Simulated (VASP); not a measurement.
# Li15Se8 (a cell with a defect) in VASP: single point with PBEsol

Aim: the single point of Li15Se8 (a cell with a defect) with PBEsol.

All numbers are computed with VASP 6.6.1; they aren't measurements. Logs are shortened: lines on timing, memory, paths and dates and some standing lists are left out, and cuts for length are marked.

## 1. The cell of the first run

The cell holds a defect, 23 atoms: a = 8.407 Å, b = 8.407 Å, c = 8.407 Å, α = 60.00°, β = 60.00°, γ = 60.00°.

## 2. Single point, PBEsol (atoms taken out, then relaxed in part)

Input file INCAR:

```
PREC     = Accurate       # precision mode
ENCUT    = 650            # plane-wave cutoff, eV
EDIFF    = 1E-6           # SCF threshold, eV
ISMEAR   = 0              # smearing method
SIGMA    = 0.05           # smearing width, eV
LREAL    = False          # projectors in reciprocal space
LASPH    = True           # aspherical terms in the spheres
NELM     = 120            # most SCF steps
ALGO     = Normal         # electronic algorithm
ISIF     = 2              # what is computed and relaxed
LWAVE    = False          # write WAVECAR
LCHARG   = False          # write CHGCAR
GGA      = PS             # functional
NBANDS   = 64             # bands
GGA_COMPAT= False
```

Input file KPOINTS:

```
Automatic mesh
0
Gamma
  4 4 4
```

Input file POSCAR:

```
Li15Se8
1.0
    5.9447526219      0.0000000000      5.9447526219
    5.9447526219      5.9447526219      0.0000000000
    0.0000000000      5.9447526219      5.9447526219
Li Se
15 8
Direct
    0.1233433060      0.6266566940      0.1233433060
    0.6266566940      0.1233433060      0.1233433060
    0.6266566940      0.6266566940      0.1233433060
    0.1233433060      0.1233433060      0.6266566940
    0.1233433060      0.6266566940      0.6266566940
    0.6266566940      0.1233433060      0.6266566940
    0.6250000000      0.6250000000      0.6250000000
    0.3750000000      0.3750000000      0.3750000000
    0.3663209530      0.8836790470      0.3663209530
    0.8836790470      0.3663209530      0.3663209530
    0.8836790470      0.8836790470      0.3663209530
    0.3663209530      0.3663209530      0.8836790470
    0.3663209530      0.8836790470      0.8836790470
    0.8836790470      0.3663209530      0.8836790470
    0.8750000000      0.8750000000      0.8750000000
   -0.0023512855     -0.0023512855      0.5070538566
    0.0001186904      0.4999604365      0.4999604365
    0.4999604365      0.0001186904      0.4999604365
    0.4999604365      0.4999604365      0.4999604365
   -0.0023512855     -0.0023512855     -0.0023512855
   -0.0023512855      0.5070538566     -0.0023512855
    0.5070538566     -0.0023512855     -0.0023512855
    0.4999604365      0.4999604365      0.0001186904
```

Potentials or basis: VASP PAW PBE potentials, release 64 (Li_sv, Se).

Command:

```
$ cat potpaw_PBE.64/Li_sv/POTCAR potpaw_PBE.64/Se/POTCAR > POTCAR
$ mpirun -np 1 vasp_std > vasp.out
```

OUTCAR:

```text
PREC = Accurate
   ENCUT = 650
   EDIFF = 1E-6
   ISMEAR = 0
   LREAL = False
   LASPH = True
   NELM = 120
   ISIF = 2
   GGA = PS

 ion  position               nearest neighbor table
   1  0.123  0.627  0.123-  21 2.55  20 2.55  17 2.59  23 2.59
   2  0.627  0.123  0.123-  22 2.55  20 2.55  18 2.59  23 2.59
   3  0.627  0.627  0.123-  21 2.55  22 2.55  19 2.59  23 2.59
   4  0.123  0.123  0.627-  16 2.55  20 2.55  18 2.59  17 2.59
   5  0.123  0.627  0.627-  16 2.55  21 2.55  19 2.59  17 2.59
   6  0.627  0.123  0.627-  16 2.55  22 2.55  19 2.59  18 2.59
   7  0.625  0.625  0.625-  17 2.57  18 2.57  23 2.57  19 2.57
   8  0.375  0.375  0.375-  19 2.57  18 2.57  17 2.57  23 2.57
   9  0.366  0.884  0.366-  16 2.53  22 2.53  18 2.64  19 2.64
  10  0.884  0.366  0.366-  16 2.53  21 2.53  17 2.64  19 2.64
  11  0.884  0.884  0.366-  20 2.53  16 2.53  18 2.64  17 2.64
  12  0.366  0.366  0.884-  21 2.53  22 2.53  23 2.64  19 2.64
  13  0.366  0.884  0.884-  20 2.53  22 2.53  18 2.64  23 2.64
  14  0.884  0.366  0.884-  20 2.53  21 2.53  17 2.64  23 2.64
  15  0.875  0.875  0.875-  16 2.53  21 2.53  22 2.53  20 2.53
  16  0.998  0.998  0.507-  15 2.53  10 2.53   9 2.53  11 2.53   4 2.55   5 2.55   6 2.55
  17  0.000  0.500  0.500-   8 2.57   7 2.57   1 2.59   4 2.59   5 2.59  10 2.64  11 2.64  14 2.64

  18  0.500  0.000  0.500-   8 2.57   7 2.57   2 2.59   4 2.59   6 2.59   9 2.64  11 2.64  13 2.64

  19  0.500  0.500  0.500-   8 2.57   7 2.57   6 2.59   5 2.59   3 2.59   9 2.64  10 2.64  12 2.64

  20  0.998  0.998  0.998-  15 2.53  13 2.53  14 2.53  11 2.53   2 2.55   4 2.55   1 2.55
  21  0.998  0.507  0.998-  15 2.53  12 2.53  10 2.53  14 2.53   1 2.55   3 2.55   5 2.55
  22  0.507  0.998  0.998-  15 2.53  12 2.53   9 2.53  13 2.53   2 2.55   3 2.55   6 2.55
  23  0.500  0.500  0.000-   8 2.57   7 2.57   1 2.59   2 2.59   3 2.59  12 2.64  13 2.64  14 2.64

  LATTYP: Found a face centered cubic cell.
 ALAT       =    11.8895052438

  Lattice vectors:

 A1 = (   5.9447526219,   0.0000000000,   5.9447526219)
 A2 = (   5.9447526219,   5.9447526219,   0.0000000000)
 A3 = (   0.0000000000,   5.9447526219,   5.9447526219)

Analysis of symmetry for initial positions (statically):
=====================================================================
 Subroutine PRICEL returns:
 Original cell was already a primitive cell.

 Routine SETGRP: Setting up the symmetry group for a
 face centered cubic supercell.

 Subroutine GETGRP returns: Found 24 space group operations
 (whereof  6 operations were pure point group operations)
 out of a pool of 48 trial point group operations.

The static configuration has the point symmetry C_3v.
 The point group associated with its full space group is T_d .

Analysis of symmetry for dynamics (positions and initial velocities):
=====================================================================
 Subroutine PRICEL returns:
 Original cell was already a primitive cell.

 Routine SETGRP: Setting up the symmetry group for a
 face centered cubic supercell.

 Subroutine GETGRP returns: Found 24 space group operations
 (whereof  6 operations were pure point group operations)
 out of a pool of 48 trial point group operations.

The dynamic configuration has the point symmetry C_3v.
 The point group associated with its full space group is T_d .

 Subroutine INISYM returns: Found 24 space group operations
 (whereof  6 operations are pure point group operations),
 and found     1 'primitive' translations

----------------------------------------------------------------------------------------

                                     Primitive cell

  volume of cell :     420.1761

  direct lattice vectors                    reciprocal lattice vectors
     5.944752622  0.000000000  5.944752622     0.084107789 -0.084107789  0.084107789
     5.944752622  5.944752622  0.000000000     0.084107789  0.084107789 -0.084107789
     0.000000000  5.944752622  5.944752622    -0.084107789  0.084107789  0.084107789

  length of vectors
     8.407149783  8.407149783  8.407149783     0.145678964  0.145678964  0.145678964

  position of ions in fractional coordinates (direct lattice)
     0.123343306  0.626656694  0.123343306
     0.626656694  0.123343306  0.123343306
     0.626656694  0.626656694  0.123343306
     0.123343306  0.123343306  0.626656694
     0.123343306  0.626656694  0.626656694
     0.626656694  0.123343306  0.626656694
[... 15 lines left out ...]
     0.507053857  0.997648715  0.997648715
     0.499960436  0.499960436  0.000118690

  ion indices of the primitive-cell ions
   primitive index   ion index
                 1           1
                 2           2
                 3           3
                 4           4
                 5           5
                 6           6
[... 15 lines left out ...]
                22          22
                23          23

----------------------------------------------------------------------------------------

 KPOINTS: Automatic mesh

Automatic generation of k-mesh.
 Grid dimensions read from file:
 generate k-points for:    4    4    4

 Generating k-lattice:

  Cartesian coordinates                     Fractional coordinates (reciprocal lattice)
     0.021026947 -0.021026947  0.021026947     0.250000000  0.000000000  0.000000000
     0.021026947  0.021026947 -0.021026947     0.000000000  0.250000000  0.000000000
    -0.021026947  0.021026947  0.021026947     0.000000000  0.000000000  0.250000000

  Length of vectors
     0.036419741  0.036419741  0.036419741

  Shift w.r.t. Gamma in fractional coordinates (k-lattice)
     0.000000000  0.000000000  0.000000000

 Subroutine IBZKPT returns following result:
 ===========================================

 Found      8 irreducible k-points:

 Following reciprocal coordinates:
            Coordinates               Weight
  0.000000  0.000000  0.000000      1.000000
  0.250000  0.000000  0.000000      8.000000
  0.500000  0.000000  0.000000      4.000000
  0.250000  0.250000  0.000000      6.000000
  0.500000  0.250000  0.000000     24.000000
 -0.250000  0.250000  0.000000     12.000000
  0.500000  0.500000  0.000000      3.000000
 -0.250000  0.500000  0.250000      6.000000
   k-points           NKPTS =      8   k-points in BZ     NKDIM =      8   number of bands    NBANDS=     64
   number of dos      NEDOS =    301   number of ions     NIONS =     23
   total plane-waves  NPLWV = 343000
   dimension x,y,z NGX =    70 NGY =   70 NGZ =   70
   dimension x,y,z NGXF=   140 NGYF=  140 NGZF=  140
   ions per type =              15   8
   NGX,Y,Z   is equivalent  to a cutoff of  13.84, 13.84, 13.84 a.u.
   NGXF,Y,Z  is equivalent  to a cutoff of  27.68, 27.68, 27.68 a.u.
 SYSTEM =  unknown system
   PREC   = accura    normal or accurate (medium, high low for compatibility)
   ISTART =      0    job   : 0-new  1-cont  2-samecut
   ICHARG =      2    charge: 1-file 2-atom 10-const
   ISPIN  =      1    spin polarized calculation?
   LNONCOLLINEAR =      F non collinear calculations
   LSORBIT =      F    spin-orbit coupling
   LASPH  =      T    aspherical Exc in radial PAW
   ENCUT  =  650.0 eV  47.77 Ry    6.91 a.u.  17.48 17.48 17.48*2*pi/ulx,y,z
   NELM   =    120;   NELMIN=  2; NELMDL= -5     # of ELM steps
   EDIFF  = 0.1E-05   stopping-criterion for ELM
   LREAL  =      F    real-space projection
   EDIFFG = 0.1E-04   stopping-criterion for IOM
   NSW    =      0    number of steps for IOM
   IBRION =     -1    ionic relax: 0-MD 1-quasi-New 2-CG
   NFREE  =      0    steps in history (QN), initial steepest desc. (CG)
   ISIF   =      2    stress and relaxation
   ISYM   =      2    0-nonsym 1-usesym 2-fastsym
   POTIM  = 0.5000    time-step for ionic-motion
   TEBEG  =    0.0;   TEEND  =   0.0 temperature during run
   PSTRESS=    0.0 pullay stress
   NELECT =      93.0000    total number of electrons
   NUPDOWN=      -1.0000    fix difference up-down
   EMIN   =  10.00;   EMAX   =-10.00  energy-range for DOS
   EFERMI =   0.00;   METHOD = LEGACY
   ISMEAR =     0;   SIGMA  =   0.05  broadening in eV -4-tet -1-fermi 0-gaus
   EFERMI_NEDOS =   21; number of points for ismear=-14 and -15
   IALGO  =     38    algorithm
   IMIX   =      4    mixing-type and parameters
     AMIX     =   0.40;   BMIX     =  1.00
     AMIX_MAG =   1.60;   BMIX_MAG =  1.00
  volume/ion in A,a.u.               =      18.27       123.28
  Fermi-wavevector in a.u.,A,eV,Ry     =   0.990282  1.871361 13.342656  0.980658
  Thomas-Fermi vector in A             =   2.121941
   LORBIT       =      0    0 simple, 1 ext, 2 COOP (PROOUT), +10 PAW based schemes
   GGA     = PS    functional components
   LHFCALC =     F    Hartree Fock is set to
   AEXX    =    0.0000 exact exchange contribution
   IVDW    =     0    specifies the selected vdW correction
   LEPSILON=     F    determine dielectric tensor
   LRPA    =     F    only Hartree local field effects (RPA)
 non-spin polarized calculation
 Gauss-broadening in eV      SIGMA  =   0.05
  energy-cutoff  :      650.00
  volume of cell :      420.18
 maximum number of plane-waves:     15865
 NGX is ok and might be reduce to    70
   NGX = 35   NGY = 35   NGZ = 35

 number of electron      92.9999981 magnetization

 Free energy of the ion-electron system (eV)
  ---------------------------------------------------
  ext. energy  EPLUGINS =         0.00000000
  ---------------------------------------------------
  free energy    TOTEN  =       -87.41036900 eV

  energy without entropy =      -87.40604238  energy(sigma->0) =      -87.40820569

 E-fermi :   0.7646     XC(G=0):  -8.3880

 val. band max:        0.7261954974   @ k =   0.5000   0.0000   0.0000
 cond. band min:       0.8300497803   @ k =  -0.2500   0.2500   0.0000
 fundamental gap:      0.1038542829
 Fermi energy:         0.7645777644

 k-point     1 :       0.0000    0.0000    0.0000
  band No.  band energies     occupation
      1     -43.1228      2.00000
      2     -43.1210      2.00000
      3     -43.1157      2.00000
      4     -43.1157      2.00000
      5     -43.1154      2.00000
      6     -43.1154      2.00000
[... 477 lines left out ...]
     57       7.0473      0.00000
     58       7.1210      0.00000
 [bands above 58 left out]

------------------------ aborting loop because EDIFF is reached ----------------------------------------

  FORCE on cell =-STRESS in cart. coord.  units (eV):
  Direction    XX          YY          ZZ          XY          YZ          ZX
  --------------------------------------------------------------------------------------
  -------------------------------------------------------------------------------------
  Total       -0.6874299     -0.6874299     -0.6874299      0.0000000      0.0000000      0.0000000
  in kB       -2.6212450     -2.6212450     -2.6212450      0.0000000      0.0000000      0.0000000
  external PRESSURE =      -2.6212450 kB  Pullay stress =       0.0000000 kB

 VOLUME and BASIS-vectors are now :
 -----------------------------------------------------------------------------
  energy-cutoff  :      650.00
  volume of cell :      420.18
      direct lattice vectors                 reciprocal lattice vectors
     5.944752622  0.000000000  5.944752622     0.084107789 -0.084107789  0.084107789
     5.944752622  5.944752622  0.000000000     0.084107789  0.084107789 -0.084107789
     0.000000000  5.944752622  5.944752622    -0.084107789  0.084107789  0.084107789

 POSITION                                       TOTAL-FORCE (eV/Angst)
 -----------------------------------------------------------------------------------
      4.45856      4.45856      1.46649         0.000000     -0.000000      0.005186
      4.45856      1.46649      4.45856         0.000000      0.005186     -0.000000
      7.45064      4.45856      4.45856        -0.005186     -0.000000     -0.000000
      1.46649      4.45856      4.45856         0.005186     -0.000000     -0.000000
      4.45856      7.45064      4.45856         0.000000     -0.005186     -0.000000
      4.45856      4.45856      7.45064         0.000000     -0.000000     -0.005186
[... 15 lines left out ...]
      8.94508     11.86155      8.94508         0.001483     -0.001483      0.001483
      5.94428      2.97285      2.97285         0.010896     -0.010896     -0.010896
 -----------------------------------------------------------------------------------
    total drift:                                0.000002      0.000003      0.000003

  FREE ENERGIE OF THE ION-ELECTRON SYSTEM (eV)
  ---------------------------------------------------
  free  energy   TOTEN  =       -87.4103689967 eV

  energy  without entropy=      -87.4060423789  energy(sigma->0) =      -87.40820569
```

It took 21 min on 1 thread of Oxide Virtual Turin-like, shared host; peak memory 0.71 GiB.

Results:

```yaml
Free_energy: -87.4104 eV
Pressure: -0.3 GPa
Largest_force: 0.019 eV/Å
Band_gap_on_the_k_mesh: zero (an odd number of electrons rules out a gap without spin polarisation)
```

Forces in eV/Å, atoms in the order of the input:
```
Li   0.000  0.000  0.005
Li   0.000  0.005  0.000
Li  -0.005  0.000  0.000
Li   0.005  0.000  0.000
Li   0.000 -0.005  0.000
Li   0.000  0.000 -0.005
Li   0.000  0.000  0.000
Li   0.000  0.000  0.000
Li   0.000  0.000  0.003
Li   0.000  0.003  0.000
Li  -0.003  0.000  0.000
Li   0.003  0.000  0.000
Li   0.000 -0.003  0.000
Li   0.000  0.000 -0.003
Li   0.000  0.000  0.000
Se  -0.001  0.001  0.001
Se  -0.011  0.011 -0.011
Se  -0.011 -0.011  0.011
Se   0.011  0.011  0.011
Se  -0.001 -0.001 -0.001
Se   0.001  0.001 -0.001
Se   0.001 -0.001  0.001
Se   0.011 -0.011 -0.011
```

Caveat: the cell differs from its parent crystal (atoms taken out, then relaxed in part); the PAW data sets were made with another functional, which shifts forces and pressure a little.

The gap in the log of VASP goes by the Fermi energy; the results here count the filled bands.